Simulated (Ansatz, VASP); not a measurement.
# One calculation of MgO, two programs

```
Mg O
1.0
     0.00000    2.10702    2.10702
     2.10702    0.00000    2.10702
     2.10702    2.10702    0.00000
Mg O
1 1
Direct
  0.00000 0.00000 0.00000
  0.50000 0.50000 0.50000
```

Alike in both runs: functional PBEsol; k mesh 10 × 10 × 10; occupations gaussian, width 0.02 eV; no spin polarisation.

Ansatz relaxed the structure, and its values are those at the end. VASP's run is a single point on that final structure, the one shown.

```csv
,VASP,Ansatz
version,VASP 6.6.1,Ansatz 0.2.0
potentials or method,"VASP PAW PBE potentials, release 64 (Mg, O), cutoff 520 eV","scalar-relativistic, plane waves, PAW"
valence electrons in the cell,8,16
```

|  | VASP | Ansatz | Ansatz less VASP |
| --- | --- | --- | --- |
| gap on the k mesh at the Fermi level (eV) | 4.62 | 4.62 | 0.000 |
| least direct gap on the mesh (eV) | 4.62 | 4.62 | 0.000 |
| pressure (GPa) | -0.5 | 0.0 | +0.50 |

VASP's potentials were made for PBE, not for PBEsol. The functional is the same, so the differences come from potentials, cutoffs and numerics. VASP's potentials hold 8 valence electrons a cell and Ansatz's 16, so a difference there can come from the potentials and not from the codes.
